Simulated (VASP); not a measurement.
Here is a VASP 6.6.1 calculation.

The input INCAR:

```
ALGO = Normal
EDIFF = 1E-6
ENCUT = 630
GGA_COMPAT = False
ISIF = 2
ISMEAR = 0
LASPH = True
LCHARG = False
LREAL = False
LWAVE = False
NBANDS = 46
NELM = 120
PREC = Accurate
SIGMA = 0.3
```

Contents of KPOINTS:

```
k-points
0
Gamma
  5 5 5
```

Contents of POSCAR:

```
Cd3Ir
1.0
    4.2167000000      0.0000000000      0.0000000000
    0.0000000000      4.2167000000      0.0000000000
    0.0000000000      0.0000000000      4.2167000000
Cd Ir
3 1
Direct
    0.0000000000      0.5000000000      0.5000000000
    0.5000000000      0.0000000000      0.5000000000
    0.5000000000      0.5000000000      0.0000000000
    0.0000000000      0.0000000000      0.0000000000
```

Potentials or basis: VASP PAW LDA potentials, release 64 (Cd_sv_GW, Ir_sv_GW).

Command:

```sh
$ cat potpaw_LDA.64/Cd_sv_GW/POTCAR potpaw_LDA.64/Ir_sv_GW/POTCAR > POTCAR
$ mpirun -np 1 vasp_std > vasp.out
```

(1) Predict the band gap on the k mesh.

(2) Estimate the pressure.

Answers

(1) zero (an odd number of electrons rules out a gap without spin polarisation).

(2) -11.0 GPa.

Caveat: the cell stands under tension; so wide a smearing shifts energies and pressures; spin-orbit coupling is left out, which moves the levels of the heavy elements.
